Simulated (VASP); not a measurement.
A run of VASP 6.6.1:

File INCAR:

```
SYSTEM = As
ALGO = Normal
EDIFF = 1E-6
ENCUT = 520
GGA = CA
ISIF = 2
ISMEAR = -1
LASPH = .True.
LCHARG = .False.
LREAL = .False.
LWAVE = .False.
NBANDS = 8
NELM = 60
PREC = Accurate
SIGMA = 0.08
```

KPOINTS

```
k-points
0
Gamma
  18 18 18
  0 0 0
```

The input POSCAR:

```
As
1.0
   -1.6190386571      1.6190386571      1.6190386571
    1.6190386571     -1.6190386571      1.6190386571
    1.6190386571      1.6190386571     -1.6190386571
As
1
Direct
    0.0000000000      0.0000000000      0.0000000000
```

Potentials or basis: VASP PAW LDA potentials, release 64 (As).

Command:

```bash
$ cat potpaw_LDA.64/As/POTCAR > POTCAR
$ mpirun -np 1 vasp_std > vasp.out
```

Hardware: 1 thread of Intel Xeon 6975P-C (shared host).

**Question.** Estimate the wall time of this run.

**Answer.** Run time: 10 s on 1 thread of Intel Xeon 6975P-C (shared host), peak memory 0.14 GiB. Counts: scf iterations 9, k points 195.
